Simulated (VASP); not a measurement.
Write the native input for VASP 6.6.1 that does the following.

```yaml
Task: single point
Functional: PBE
Potentials_or_basis: VASP PAW PBE potentials, release 64 (Mg)
Cutoff: 520 eV
k_mesh: 18 × 18 × 18
Occupations: gaussian, width 0.15 eV
Spin: no spin polarisation
Dipole_correction: no
Further_INCAR_settings: ALGO = Fast; EDIFF = 1e-06; NBANDS = 7
```

The structure of Mg lies in POSCAR:

```
Mg
1.0
   -1.8784000000      1.8784000000      1.6366500000
    1.8784000000     -1.8784000000      1.6366500000
    1.8784000000      1.8784000000     -1.6366500000
Mg
1
Direct
    0.0000000000      0.0000000000      0.0000000000
```

The input as run:

INCAR

```
PREC     = Accurate       # precision mode
ENCUT    = 520            # plane-wave cutoff, eV
EDIFF    = 1E-6           # SCF threshold, eV
ISMEAR   = 0              # smearing method
SIGMA    = 0.15           # smearing width, eV
LREAL    = F              # projectors in reciprocal space
LASPH    = T              # aspherical terms in the spheres
NELM     = 60             # most SCF steps
ALGO     = Fast           # electronic algorithm
ISIF     = 2              # what is computed and relaxed
LWAVE    = F              # write WAVECAR
LCHARG   = F              # write CHGCAR
GGA      = PE             # functional
NBANDS   = 7              # bands
```

KPOINTS

```
Automatic mesh
0
Gamma
  18 18 18
```

Potentials or basis: VASP PAW PBE potentials, release 64 (Mg).

The run is started by

```console
$ cat potpaw_PBE.64/Mg/POTCAR > POTCAR
$ mpirun -np 1 vasp_std > vasp.out
```

It gave:

* Pressure: -0.1 GPa
* Band gap on the k mesh: zero (band 1 reaches 5.60 eV, above the bottom of band 2 at 1.07 eV)

Run time: 14 s on 1 thread of Intel(R) Xeon(R) 6975P-C (Granite Rapids), on a shared host, peak memory 0.2 GiB.
